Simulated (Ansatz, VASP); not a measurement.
## Two plane-wave programs on CuO

INCAR

```
PREC = Accurate
ENCUT = 520
EDIFF = 1E-6
ISMEAR = 0
SIGMA = 0.1
LREAL = False
LASPH = True
NELM = 100
ALGO = Normal
ISIF = 2
LWAVE = False
LCHARG = True
GGA = PS
LELF = True
LVHAR = True
NBANDS = 25
```

Contents of KPOINTS:

```
Automatic mesh
0
Gamma
  12 7 12
```

The input POSCAR:

```
CuO
1.0
    2.8941129565      0.0000000000      0.0000000000
    0.0006760620      5.0920243186      0.0000000000
   -0.0116739775     -0.0003826980      2.8940893864
Cu O
2 2
Direct
    0.0000000000      0.0000000000      0.5000000000
    0.5000000000      0.5000000000      0.0000000000
    0.4999601330      0.2500000000      0.4999601330
    0.5000398670      0.7500000000      0.5000398670
```

Input for Ansatz:

```yaml
crystal:
  lattice:
    - [2.8941129443, 0.0, 0.0]
    - [0.0006761956, 5.0920243077, 0.0]
    - [-0.01167394, -0.0003827736, 2.8940893744]
  atoms:
    - { symbol: Cu, position: [0.0, 0.0, 0.5] }
    - { symbol: Cu, position: [0.5, 0.5, 0.0] }
    - { symbol: O, position: [0.499960123, 0.25, 0.499960123] }
    - { symbol: O, position: [0.500039877, 0.75, 0.500039877] }
basis:
  ecutwfc: 420
kpoints:
  mp_grid: { grid: [12, 7, 12] }
hamiltonian:
  xc: pbesol
scf:
  occupations: { method: gaussian, width: 0.1 }
output:
  forces: true
  stress: true
  eigenvalues: true
```

Alike in both runs: task single point; functional PBEsol; k mesh 12 × 7 × 12; occupations gaussian, width 0.1 eV; no spin polarisation.

```csv
,VASP,Ansatz
version,VASP 6.6.1,Ansatz 0.2.0
potentials or method,"VASP PAW PBE potentials, release 64 (Cu, O), cutoff 520 eV","scalar-relativistic, plane waves, PAW"
valence electrons in the cell,34,50
```

Ansatz gave:

```
gap on the k mesh at the Fermi level (eV)                     : none
pressure (GPa)                                                : 0.0
traceless stress, the component that is largest in VASP (GPa) : -0.05
```

Task: Estimate VASP's values.

Result: gap on the k mesh at the Fermi level (eV): none; pressure (GPa): 0.8; traceless stress, the component that is largest in VASP (GPa): 0.25.

VASP's potentials were made for PBE, not for PBEsol. A gap of «none» marks a metal or a gap that the smearing closes. With one functional, cell and mesh, what is left measures potentials, basis and numerics. VASP's potentials hold 34 valence electrons a cell and Ansatz's 50, so a difference there can come from the potentials and not from the codes.
